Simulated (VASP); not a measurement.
Input of a VASP 6.6.1 run:

The input INCAR:

```
ALGO     = Normal         # electronic algorithm
EDIFF    = 1E-6           # SCF threshold, eV
ENCUT    = 520            # plane-wave cutoff, eV
GGA      = PE             # functional
ISIF     = 2              # what is computed and relaxed
ISMEAR   = 0              # smearing method
LASPH    = True           # aspherical terms in the spheres
LCHARG   = True           # write CHGCAR
LELF     = True           # ELF
LREAL    = False          # projectors in reciprocal space
LVHAR    = True         
LWAVE    = False          # write WAVECAR
NBANDS   = 26             # bands
NELM     = 80             # most SCF steps
PREC     = Accurate       # precision mode
SIGMA    = 0.1            # smearing width, eV
```

Contents of KPOINTS:

```
k-points
0
Gamma
  4 2 4
```

Contents of POSCAR:

```
Al3BAs4
1.0
    3.7575467500      0.0000000000      0.0000000000
    0.0000000000      7.5150934900      0.0000000000
    0.0000000000      0.0000000000      5.3139735700
Al B As
3 1 4
Direct
    0.0000000000      0.0000000000      0.0000000000
    0.5000000000      0.7500000000      0.5000000000
    0.5000000000      0.2500000000      0.5000000000
    0.0000000000      0.5000000000      0.0000000000
    0.0000000000      0.2500000000      0.2500000000
    0.0000000000      0.7500000000      0.2500000000
    0.5000000000      0.0000000000      0.7500000000
    0.5000000000      0.5000000000      0.7500000000
```

Potentials or basis: VASP PAW PBE potentials, release 64 (Al, B, As).

Run with:

```sh
$ cat potpaw_PBE.64/Al/POTCAR potpaw_PBE.64/B/POTCAR potpaw_PBE.64/As/POTCAR > POTCAR
$ mpirun -np 1 vasp_std > vasp.out
```

Predict the largest force.

3.468 eV/Å.

What does it give for the band gap on the k mesh?

1.14 eV (least direct gap 1.20 eV).

What does it give for the pressure?

14.0 GPa.

Forces in eV/Å, atoms in the order of the input:
```
Al   0.000  0.000 -0.140
Al   0.000 -0.056  0.007
Al   0.000  0.056  0.007
B    0.000  0.000 -0.031
As   0.000  2.496 -1.597
As   0.000 -2.496 -1.597
As   0.000  0.000 -0.115
As   0.000  0.000  3.468
```

Caveat: the cell stands under pressure; forces of over 1 eV/Å act on the atoms, so gaps and moduli don't describe the material at rest. A k mesh can miss the band edges.
